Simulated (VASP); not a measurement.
## BiTe: vibrations by perturbation theory with PBE

Crystal: BiTe.

```
Bi Te
1.0
     0.00000    3.16065    3.16065
     3.16065    0.00000    3.16065
     3.16065    3.16065    0.00000
Bi Te
1 1
Direct
  0.00000 0.00000 0.00000
  0.50000 0.50000 0.50000
```

```
Program                : VASP 6.6.1
Task                   : vibrations by perturbation theory
Functional             : PBE
Potentials or basis    : VASP PAW PBE potentials, release 64 (Bi_d, Te)
Cutoff                 : 520 eV
k mesh                 : 12 × 12 × 12
Occupations            : fermi-dirac, width 0.15 eV
Spin                   : no spin polarisation
Dipole correction      : no
Further INCAR settings : ALGO = Normal; EDIFF = 1e-08; NBANDS = 18; IBRION = 8; NSW = 1
```

The highest phonon frequency at Γ, LO-TO splitting left out is 112 cm⁻¹.

Phonon frequencies in cm⁻¹ (negative: imaginary):
| q point | frequencies |
| --- | --- |
| (0.000, 0.000, 0.000) | 0 0 0 112 112 112 |

It took 5.8 min on 1 thread of Intel(R) Xeon(R) Platinum 8488C (Sapphire Rapids), with other jobs on the host, peak memory 0.54 GiB.

Caveat: the cell wasn't relaxed at this level first, which shifts response properties.
